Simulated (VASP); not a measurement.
Pb: single point with PBE

Crystal: Pb.

```
Pb
1.0
     0.00000    2.47500    2.47500
     2.47500    0.00000    2.47500
     2.47500    2.47500    0.00000
Pb
1
Direct
  0.00000 0.00000 0.00000
```

```yaml
Program: VASP 6.6.1
Task: single point
Functional: PBE
Potentials_or_basis: VASP PAW PBE potentials, release 64 (Pb_d)
Cutoff: 520 eV
k_mesh: 12 × 12 × 12
Occupations: gaussian, width 0.05 eV
Spin: no spin polarisation
Dipole_correction: no
Further_INCAR_settings: ALGO = Normal; EDIFF = 1e-06; NBANDS = 13
```

The pressure is 2.7 GPa. The band gap on the k mesh is zero (bands 7 and 8 overlap by 8.96 eV).

Levels at points of the mesh, in eV from the Fermi level:
| k point | band 4 | band 5 | band 6 | band 7 | band 8 | band 9 | band 10 | band 11 |
| --- | --- | --- | --- | --- | --- | --- | --- | --- |
| (0.00, 0.00, 0.00) | -16.96 | -16.96 | -11.79 | 7.38 | 7.38 | 7.38 | 9.73 | 11.30 |
| (0.50, 0.00, 0.00) | -16.83 | -16.83 | -8.16 | -4.24 | 5.55 | 5.55 | 9.20 | 9.43 |
| (0.50, 0.50, 0.00) | -16.79 | -16.79 | -6.75 | -3.31 | 2.01 | 2.01 | 5.34 | 6.61 |

It took 28 s on 1 thread of Intel Xeon 8259CL, with other jobs on the host, peak memory 0.17 GiB.

Caveat: spin-orbit coupling is left out, which moves the levels of the heavy elements.
